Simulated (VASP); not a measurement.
# KI (Fm-3m) in VASP: further runs

The runs below take KI through single point, with PBEsol.

Everything below comes from runs of VASP 6.6.1. Logs are shortened: lines on timing, memory, paths and dates and some standing lists are left out, and cuts for length are marked.

## Step 1: The cell of the first run

Symmetry: Fm-3m, No. 225, cubic system. Conventional cell: a = 7.002 Å, b = 7.002 Å, c = 7.002 Å, α = 90.00°, β = 90.00°, γ = 90.00°. Within 4.6 Å of K (site symmetry m-3m) lie 6 I at 3.50 Å. Within 4.6 Å of I (site symmetry m-3m) lie 6 K at 3.50 Å.

## Step 2: Single point, PBEsol (volume scaled by 0.98)

Contents of INCAR:

```
SYSTEM = KI
  ALGO = Normal
  EDIFF = 1E-7
  ENCUT = 520
  GGA = PS
  ISIF = 2
  ISMEAR = -1
  LASPH = .True.
  LCHARG = .False.
  LREAL = .False.
  LWAVE = .False.
  NBANDS = 15
  NELM = 60
  PREC = Accurate
  SIGMA = 0.01
```

Contents of KPOINTS:

```
k-points
0
Gamma
  8 8 8
  0 0 0
```

Contents of POSCAR:

```
KI
1.0
    0.0000000000      3.5008945893      3.5008945893
    3.5008945893      0.0000000000      3.5008945893
    3.5008945893      3.5008945893      0.0000000000
K I
1 1
Direct
    0.0000000000      0.0000000000      0.0000000000
    0.5000000000      0.5000000000      0.5000000000
```

Potentials or basis: VASP PAW PBE potentials, release 64 (K_sv, I).

Started as:

```bash
$ cat potpaw_PBE.64/K_sv/POTCAR potpaw_PBE.64/I/POTCAR > POTCAR
$ mpirun -np 1 vasp_std > vasp.out
```

OUTCAR:

```text
SYSTEM = KI
   EDIFF = 1E-7
   ENCUT = 520
   GGA = PS
   ISIF = 2
   ISMEAR = -1
   LASPH = .True.
   LREAL = .False.
   NELM = 60
   PREC = Accurate

 ion  position               nearest neighbor table
   1  0.000  0.000  0.000-   2 3.50   2 3.50   2 3.50   2 3.50   2 3.50   2 3.50
   2  0.500  0.500  0.500-   1 3.50   1 3.50   1 3.50   1 3.50   1 3.50   1 3.50

  LATTYP: Found a face centered cubic cell.
 ALAT       =     7.0017891786

  Lattice vectors:

 A1 = (   0.0000000000,   3.5008945893,   3.5008945893)
 A2 = (   3.5008945893,   0.0000000000,   3.5008945893)
 A3 = (   3.5008945893,   3.5008945893,   0.0000000000)

Analysis of symmetry for initial positions (statically):
=====================================================================
 Subroutine PRICEL returns:
 Original cell was already a primitive cell.

 Routine SETGRP: Setting up the symmetry group for a
 face centered cubic supercell.

 Subroutine GETGRP returns: Found 48 space group operations
 (whereof 48 operations were pure point group operations)
 out of a pool of 48 trial point group operations.

The static configuration has the point symmetry O_h .

Analysis of symmetry for dynamics (positions and initial velocities):
=====================================================================
 Subroutine PRICEL returns:
 Original cell was already a primitive cell.

 Routine SETGRP: Setting up the symmetry group for a
 face centered cubic supercell.

 Subroutine GETGRP returns: Found 48 space group operations
 (whereof 48 operations were pure point group operations)
 out of a pool of 48 trial point group operations.

The dynamic configuration has the point symmetry O_h .

 Subroutine INISYM returns: Found 48 space group operations
 (whereof 48 operations are pure point group operations),
 and found     1 'primitive' translations

----------------------------------------------------------------------------------------

                                     Primitive cell

  volume of cell :      85.8158

  direct lattice vectors                    reciprocal lattice vectors
     0.000000000  3.500894589  3.500894589    -0.142820638  0.142820638  0.142820638
     3.500894589  0.000000000  3.500894589     0.142820638 -0.142820638  0.142820638
     3.500894589  3.500894589  0.000000000     0.142820638  0.142820638 -0.142820638

  length of vectors
     4.951012609  4.951012609  4.951012609     0.247372602  0.247372602  0.247372602

  position of ions in fractional coordinates (direct lattice)
     0.000000000  0.000000000  0.000000000
[... 90 lines left out ...]
   NUPDOWN=      -1.0000    fix difference up-down
   EMIN   =  10.00;   EMAX   =-10.00  energy-range for DOS
   EFERMI =   0.00;   METHOD = LEGACY
   ISMEAR =    -1;   SIGMA  =   0.01  broadening in eV -4-tet -1-fermi 0-gaus
   EFERMI_NEDOS =   21; number of points for ismear=-14 and -15
   IALGO  =     38    algorithm
   IMIX   =      4    mixing-type and parameters
     AMIX     =   0.40;   BMIX     =  1.00
     AMIX_MAG =   1.60;   BMIX_MAG =  1.00
  volume/ion in A,a.u.               =      42.91       289.56
  Fermi-wavevector in a.u.,A,eV,Ry     =   0.935246  1.767358 11.900809  0.874685
  Thomas-Fermi vector in A             =   2.062134
   LORBIT       =      0    0 simple, 1 ext, 2 COOP (PROOUT), +10 PAW based schemes
   GGA     = PS    functional components
   LHFCALC =     F    Hartree Fock is set to
   AEXX    =    0.0000 exact exchange contribution
   IVDW    =     0    specifies the selected vdW correction
   LEPSILON=     F    determine dielectric tensor
   LRPA    =     F    only Hartree local field effects (RPA)
 non-spin polarized calculation
  energy-cutoff  :      520.00
  volume of cell :       85.82
 maximum number of plane-waves:      2332
 NGX is ok and might be reduce to    40
   NGX = 19   NGY = 19   NGZ = 19

 number of electron      15.9999999 magnetization

 Free energy of the ion-electron system (eV)
  ---------------------------------------------------
  ext. energy  EPLUGINS =         0.00000000
  ---------------------------------------------------
  free energy    TOTEN  =        -5.81590421 eV

  energy without entropy =       -5.81590421  energy(sigma->0) =       -5.81590421

 E-fermi :  -0.1222     XC(G=0):  -7.4530

 val. band max:       -0.3663979548   @ k =   0.0000   0.0000   0.0000
 cond. band min:       3.5060643619   @ k =   0.0000   0.0000   0.0000
 fundamental gap:      3.8724623166
 Fermi energy:        -0.1222442561

 k-point     1 :       0.0000    0.0000    0.0000
  band No.  band energies     occupation
      1     -28.6459      2.00000
      2     -12.2023      2.00000
      3     -12.2023      2.00000
      4     -12.2023      2.00000
      5     -10.9460      2.00000
      6      -0.3664      2.00000
      7      -0.3664      2.00000
      8      -0.3664      2.00000
      9       3.5061      0.00000
     10       6.0464      0.00000
     11       6.0464      0.00000
     12       6.0464      0.00000
     13       6.8060      0.00000
     14       6.8060      0.00000
[... 401 lines left out ...]
      2     -12.3415      2.00000
      3     -12.2225      2.00000
      4     -12.2125      2.00000
      5     -10.6617      2.00000
      6      -1.5522      2.00000
      7      -0.9526      2.00000
      8      -0.7853      2.00000
      9       5.5750      0.00000
     10       6.4018      0.00000
     11       7.0385      0.00000
     12       7.8933      0.00000
     13       8.3371      0.00000
     14       8.5990      0.00000
     15       9.4858      0.00000

 [... further k-points ...]

------------------------ aborting loop because EDIFF is reached ----------------------------------------

  FORCE on cell =-STRESS in cart. coord.  units (eV):
  Direction    XX          YY          ZZ          XY          YZ          ZX
  --------------------------------------------------------------------------------------
  -------------------------------------------------------------------------------------
  Total        0.0351840      0.0351840      0.0351840     -0.0000000      0.0000000     -0.0000000
  in kB        0.6568836      0.6568836      0.6568836     -0.0000000      0.0000000     -0.0000000
  external PRESSURE =       0.6568836 kB  Pullay stress =       0.0000000 kB

 VOLUME and BASIS-vectors are now :
 -----------------------------------------------------------------------------
  energy-cutoff  :      520.00
  volume of cell :       85.82
      direct lattice vectors                 reciprocal lattice vectors
     0.000000000  3.500894589  3.500894589    -0.142820638  0.142820638  0.142820638
     3.500894589  0.000000000  3.500894589     0.142820638 -0.142820638  0.142820638
     3.500894589  3.500894589  0.000000000     0.142820638  0.142820638 -0.142820638

 POSITION                                       TOTAL-FORCE (eV/Angst)
 -----------------------------------------------------------------------------------
      0.00000      0.00000      0.00000         0.000000      0.000000      0.000000
      3.50089      3.50089      3.50089        -0.000000     -0.000000      0.000000
 -----------------------------------------------------------------------------------
    total drift:                                0.000000     -0.000000     -0.000000

  FREE ENERGIE OF THE ION-ELECTRON SYSTEM (eV)
  ---------------------------------------------------
  free  energy   TOTEN  =        -5.8159042118 eV

  energy  without entropy=       -5.8159042118  energy(sigma->0) =       -5.81590421
```

It took 42 s on 1 thread of Intel Xeon Platinum 8259CL at 2.50GHz (Skylake/Cascade Lake), shared host; peak memory 0.24 GiB.

What came out:

```yaml
Free_energy: -5.8159 eV
Pressure: 0.1 GPa
Band_gap_on_the_k_mesh: 3.87 eV, direct
```

Levels at points of the mesh, in eV from the valence-band top:
| k point | band 5 | band 6 | band 7 | band 8 | band 9 | band 10 | band 11 | band 12 |
| --- | --- | --- | --- | --- | --- | --- | --- | --- |
| (0.00, 0.00, 0.00) | -10.58 | 0.00 | 0.00 | 0.00 | 3.87 | 6.41 | 6.41 | 6.41 |
| (0.50, 0.00, 0.00) | -10.25 | -1.42 | -0.37 | -0.37 | 5.41 | 7.69 | 8.12 | 8.12 |
| (0.50, 0.50, 0.00) | -10.42 | -1.06 | -0.39 | -0.39 | 4.78 | 5.73 | 8.10 | 8.76 |

Caveat: the PAW data sets were made with another functional, which shifts forces and pressure a little; spin-orbit coupling is left out, which moves the levels of the heavy elements. A k mesh can miss the band edges.

## Step 3: Single point, PBEsol (volume scaled by 1.01)

Contents of INCAR:

```
PREC = Accurate ; ENCUT = 520
EDIFF = 1E-6 ; ISMEAR = -1
SIGMA = 0.01 ; LREAL = False
LASPH = True ; NELM = 80
ALGO = Normal ; ISIF = 2
LWAVE = False ; LCHARG = False
GGA = PS ; NBANDS = 15
```

Contents of KPOINTS:

```
regular mesh
0
Gamma
  8 8 8
```

Contents of POSCAR:

```
KI
1.0
    0.0000000000      3.5362595545      3.5362595545
    3.5362595545      0.0000000000      3.5362595545
    3.5362595545      3.5362595545      0.0000000000
K I
1 1
Direct
    0.0000000000      0.0000000000      0.0000000000
    0.5000000000      0.5000000000      0.5000000000
```

Potentials or basis: VASP PAW PBE potentials, release 64 (K_sv, I).

Started as:

```bash
$ cat potpaw_PBE.64/K_sv/POTCAR potpaw_PBE.64/I/POTCAR > POTCAR
$ mpirun -np 1 vasp_std > vasp.out
```

OUTCAR:

```text
PREC = Accurate
   ENCUT = 520
   EDIFF = 1E-6
   ISMEAR = -1
   LREAL = False
   LASPH = True
   NELM = 80
   ISIF = 2
   GGA = PS

 ion  position               nearest neighbor table
   1  0.000  0.000  0.000-   2 3.54   2 3.54   2 3.54   2 3.54   2 3.54   2 3.54
   2  0.500  0.500  0.500-   1 3.54   1 3.54   1 3.54   1 3.54   1 3.54   1 3.54

  LATTYP: Found a face centered cubic cell.
 ALAT       =     7.0725191090

  Lattice vectors:

 A1 = (   0.0000000000,   3.5362595545,   3.5362595545)
 A2 = (   3.5362595545,   0.0000000000,   3.5362595545)
 A3 = (   3.5362595545,   3.5362595545,   0.0000000000)

Analysis of symmetry for initial positions (statically):
=====================================================================
 Subroutine PRICEL returns:
 Original cell was already a primitive cell.

 Routine SETGRP: Setting up the symmetry group for a
 face centered cubic supercell.

 Subroutine GETGRP returns: Found 48 space group operations
 (whereof 48 operations were pure point group operations)
 out of a pool of 48 trial point group operations.

The static configuration has the point symmetry O_h .

Analysis of symmetry for dynamics (positions and initial velocities):
=====================================================================
 Subroutine PRICEL returns:
 Original cell was already a primitive cell.

 Routine SETGRP: Setting up the symmetry group for a
 face centered cubic supercell.

 Subroutine GETGRP returns: Found 48 space group operations
 (whereof 48 operations were pure point group operations)
 out of a pool of 48 trial point group operations.

The dynamic configuration has the point symmetry O_h .

 Subroutine INISYM returns: Found 48 space group operations
 (whereof 48 operations are pure point group operations),
 and found     1 'primitive' translations

----------------------------------------------------------------------------------------

                                     Primitive cell

  volume of cell :      88.4428

[... 108 lines left out ...]
     AMIX_MAG =   1.60;   BMIX_MAG =  1.00
  volume/ion in A,a.u.               =      44.22       298.42
  Fermi-wavevector in a.u.,A,eV,Ry     =   0.925893  1.749684 11.663967  0.857277
  Thomas-Fermi vector in A             =   2.051796
   LORBIT       =      0    0 simple, 1 ext, 2 COOP (PROOUT), +10 PAW based schemes
   GGA     = PS    functional components
[... 5 lines left out ...]
 non-spin polarized calculation
  energy-cutoff  :      520.00
  volume of cell :       88.44
 maximum number of plane-waves:      2421
 NGX is ok and might be reduce to    40
   NGX = 19   NGY = 19   NGZ = 19

 number of electron      15.9999999 magnetization

 Free energy of the ion-electron system (eV)
  ---------------------------------------------------
  ext. energy  EPLUGINS =         0.00000000
  ---------------------------------------------------
  free energy    TOTEN  =        -5.81420847 eV

  energy without entropy =       -5.81420847  energy(sigma->0) =       -5.81420847

 E-fermi :  -0.2460     XC(G=0):  -7.3308

 val. band max:       -0.5239540633   @ k =   0.0000   0.0000   0.0000
 cond. band min:       3.2825486523   @ k =   0.0000   0.0000   0.0000
 fundamental gap:      3.8065027156
 Fermi energy:        -0.2459830628

 k-point     1 :       0.0000    0.0000    0.0000
  band No.  band energies     occupation
      1     -28.8557      2.00000
      2     -12.4076      2.00000
      3     -12.4076      2.00000
      4     -12.4076      2.00000
      5     -11.0568      2.00000
      6      -0.5240      2.00000
      7      -0.5240      2.00000
      8      -0.5240      2.00000
      9       3.2825      0.00000
     10       5.9057      0.00000
     11       5.9057      0.00000
     12       5.9057      0.00000
     13       6.6441      0.00000
     14       6.6441      0.00000
[... 401 lines left out ...]
      2     -12.5238      2.00000
      3     -12.4252      2.00000
      4     -12.4165      2.00000
      5     -10.8084      2.00000
      6      -1.6496      2.00000
      7      -1.0775      2.00000
      8      -0.9162      2.00000
      9       5.3862      0.00000
     10       6.2248      0.00000
     11       6.7690      0.00000
     12       7.6784      0.00000
     13       8.0928      0.00000
     14       8.3855      0.00000
     15       9.2291      0.00000

 [... further k-points ...]
[... 5 lines left out ...]
  --------------------------------------------------------------------------------------
  -------------------------------------------------------------------------------------
  Total       -0.1544719     -0.1544719     -0.1544719      0.0000000     -0.0000000      0.0000000
  in kB       -2.7983226     -2.7983226     -2.7983226      0.0000000     -0.0000000      0.0000000
  external PRESSURE =      -2.7983226 kB  Pullay stress =       0.0000000 kB

 VOLUME and BASIS-vectors are now :
 -----------------------------------------------------------------------------
  energy-cutoff  :      520.00
  volume of cell :       88.44
      direct lattice vectors                 reciprocal lattice vectors
     0.000000000  3.536259554  3.536259554    -0.141392336  0.141392336  0.141392336
     3.536259554  0.000000000  3.536259554     0.141392336 -0.141392336  0.141392336
     3.536259554  3.536259554  0.000000000     0.141392336  0.141392336 -0.141392336

 POSITION                                       TOTAL-FORCE (eV/Angst)
 -----------------------------------------------------------------------------------
      0.00000      0.00000      0.00000        -0.000000      0.000000      0.000000
      3.53626      3.53626      3.53626         0.000000     -0.000000      0.000000
 -----------------------------------------------------------------------------------
    total drift:                                0.000000     -0.000000     -0.000000

  FREE ENERGIE OF THE ION-ELECTRON SYSTEM (eV)
  ---------------------------------------------------
  free  energy   TOTEN  =        -5.8142084666 eV

  energy  without entropy=       -5.8142084666  energy(sigma->0) =       -5.81420847
```

OSZICAR:

```text
N       E                     dE             d eps       ncg     rms          rms(c)
DAV:   1     0.933493332561E+02    0.93349E+02   -0.64491E+03   870   0.899E+02
DAV:   2     0.137404147439E+00   -0.93212E+02   -0.86004E+02  1144   0.214E+02
DAV:   3    -0.559961615990E+01   -0.57370E+01   -0.57055E+01  1195   0.468E+01
DAV:   4    -0.589800973801E+01   -0.29839E+00   -0.29833E+00  1376   0.924E+00
DAV:   5    -0.590013236231E+01   -0.21226E-02   -0.21226E-02  1223   0.832E-01    0.290E+00
DAV:   6    -0.581691457805E+01    0.83218E-01   -0.87038E-02  1101   0.197E+00    0.208E+00
DAV:   7    -0.580981476586E+01    0.70998E-02   -0.10354E-01  1185   0.173E+00    0.852E-01
DAV:   8    -0.581413915947E+01   -0.43244E-02   -0.13118E-02   968   0.846E-01    0.251E-01
DAV:   9    -0.581392242832E+01    0.21673E-03   -0.65779E-04  1248   0.161E-01    0.826E-02
DAV:  10    -0.581420627787E+01   -0.28385E-03   -0.34751E-04  1003   0.108E-01    0.490E-02
DAV:  11    -0.581420770564E+01   -0.14278E-05   -0.23565E-05  1287   0.238E-02    0.127E-02
DAV:  12    -0.581420846661E+01   -0.76097E-06   -0.11559E-06  1012   0.838E-03
   1 F= -.58142085E+01 E0= -.58142085E+01  d E =-.295709E-14
```

It took 38 s on 1 thread of Intel Xeon Platinum 8259CL at 2.50GHz (Skylake/Cascade Lake), shared host; peak memory 0.24 GiB.

What came out:

* Free energy: -5.8142 eV
* Pressure: -0.3 GPa
* Band gap on the k mesh: 3.81 eV, direct

Caveat: the PAW data sets were made with another functional, which shifts forces and pressure a little; spin-orbit coupling is left out, which moves the levels of the heavy elements. A k mesh can miss the band edges.

## Step 4: Single point, PBEsol (volume scaled by 1.04)

Contents of INCAR:

```
PREC     = Accurate       # precision mode
ENCUT    = 520            # plane-wave cutoff, eV
EDIFF    = 1E-6           # SCF threshold, eV
ISMEAR   = -1             # smearing method
SIGMA    = 0.01           # smearing width, eV
LREAL    = F              # projectors in reciprocal space
LASPH    = T              # aspherical terms in the spheres
NELM     = 60             # most SCF steps
ALGO     = Normal         # electronic algorithm
ISIF     = 2              # what is computed and relaxed
LWAVE    = F              # write WAVECAR
LCHARG   = F              # write CHGCAR
GGA      = PS             # functional
NBANDS   = 15             # bands
```

KPOINTS is that of step 3.

Contents of POSCAR:

```
KI
1.0
    0.0000000000      3.5709309767      3.5709309767
    3.5709309767      0.0000000000      3.5709309767
    3.5709309767      3.5709309767      0.0000000000
K I
1 1
Direct
    0.0000000000      0.0000000000      0.0000000000
    0.5000000000      0.5000000000      0.5000000000
```

Started as:

```bash
$ cat potpaw_PBE.64/K_sv/POTCAR potpaw_PBE.64/I/POTCAR > POTCAR
$ mpirun -np 1 vasp_std > vasp.out
```

Run time: 40 s. Hardware: 1 thread of Intel Xeon Platinum 8259CL at 2.50GHz (Skylake/Cascade Lake), shared host; peak memory 0.25 GiB.

Results (log left out):

- Free energy: -5.8073 eV
- Pressure: -0.6 GPa
- Band gap on the k mesh: 3.75 eV, direct

Levels at points of the mesh, in eV from the valence-band top:
```tsv
k point	band 5	band 6	band 7	band 8	band 9	band 10	band 11	band 12
(0.00, 0.00, 0.00)	-10.49	0.00	0.00	0.00	3.75	6.44	6.44	6.44
(0.50, 0.00, 0.00)	-10.24	-1.28	-0.32	-0.32	5.35	7.51	8.00	8.00
(0.50, 0.50, 0.00)	-10.36	-0.97	-0.36	-0.36	4.88	5.60	8.04	8.50
```

Caveat: the PAW data sets were made with another functional, which shifts forces and pressure a little; spin-orbit coupling is left out, which moves the levels of the heavy elements. A k mesh can miss the band edges.

## Step 5: Summary

```csv
cell,gap on the mesh (eV),pressure (GPa)
"a = 4.951 Å, angles 60.0°, 2 atoms",3.87,0.1
"a = 5.001 Å, angles 60.0°, 2 atoms",3.81,-0.3
"a = 5.050 Å, angles 60.0°, 2 atoms",3.75,-0.6
```

Alike in all rows: task single point; level PBEsol; potentials or basis VASP PAW PBE potentials, release 64 (K_sv, I); no spin polarisation; k mesh 8 × 8 × 8; cutoff (eV) 520; smearing fermi-dirac 0.01 eV.

Caveats: the PAW data sets were made with another functional, which shifts forces and pressure a little; spin-orbit coupling is left out, which moves the levels of the heavy elements.

Absolute energies hang on the potentials; compare differences alone.
